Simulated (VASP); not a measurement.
Input of a VASP 6.6.1 run:

INCAR

```
SYSTEM = BaTiO3
ALGO     = Normal         ! electronic algorithm
EDIFF    = 1E-6           ! SCF threshold, eV
ENCUT    = 1340           ! plane-wave cutoff, eV
GGA      = PE             ! functional
GGA_COMPAT= .False.      
ISIF     = 2              ! what is computed and relaxed
ISMEAR   = 0              ! smearing method
LASPH    = .True.         ! aspherical terms in the spheres
LCHARG   = .False.        ! write CHGCAR
LDAU     = .True.         ! DFT+U
LDAUJ    = 0 0 0        
LDAUL    = -1 2 -1        ! shell
LDAUPRINT= 1            
LDAUTYPE = 2            
LDAUU    = 0 4 0          ! U, eV
LMAXMIX  = 4              ! l up to which the mixer works
LREAL    = .False.        ! projectors in reciprocal space
LWAVE    = .False.        ! write WAVECAR
NBANDS   = 28             ! bands
NELM     = 200            ! most SCF steps
PREC     = Accurate       ! precision mode
SIGMA    = 0.05           ! smearing width, eV
```

Contents of KPOINTS:

```
k-points
0
Gamma
  6 6 6
  0 0 0
```

POSCAR

```
BaTiO3
1.0
    2.8603720851      1.6514365933      2.3812443820
   -2.8603720851      1.6514365933      2.3812443820
    0.0000000000     -3.3028731867      2.3812443820
Ba Ti O
1 1 3
Direct
    0.0026800181      0.0026800181      0.0026800181
    0.5127992509      0.5127992509      0.5127992509
    0.4903227049      0.4903227049      0.9825753212
    0.4903227049      0.9825753212      0.4903227049
    0.9825753212      0.4903227049      0.4903227049
```

Potentials or basis: VASP PAW PBE potentials, release 64 (Ba_sv, Ti_sv, O_h).

The run is started by

```sh
$ cat potpaw_PBE.64/Ba_sv/POTCAR potpaw_PBE.64/Ti_sv/POTCAR potpaw_PBE.64/O_h/POTCAR > POTCAR
$ mpirun -np 1 vasp_std > vasp.out
```

Problem. Predict the pressure.

Solution. 0.9 GPa.

Problem. Predict the band gap on the k mesh.

Solution. 2.59 eV (least direct gap 2.96 eV).

Problem. Predict the largest force.

Solution. 0.395 eV/Å.

Eigenvalues of the final occupation matrices:
```tsv
site	spin	trace	eigenvalues
site 2 d	1	0.80	0.11 0.11 0.11 0.24 0.24
site 2 d	2	0.80	0.11 0.11 0.11 0.24 0.24
```

Caveat: the cell differs from its parent crystal (strain +0.000 along x and y, +0.015 along z); spin-orbit coupling is left out, which moves the levels of the heavy elements. A k mesh can miss the band edges.
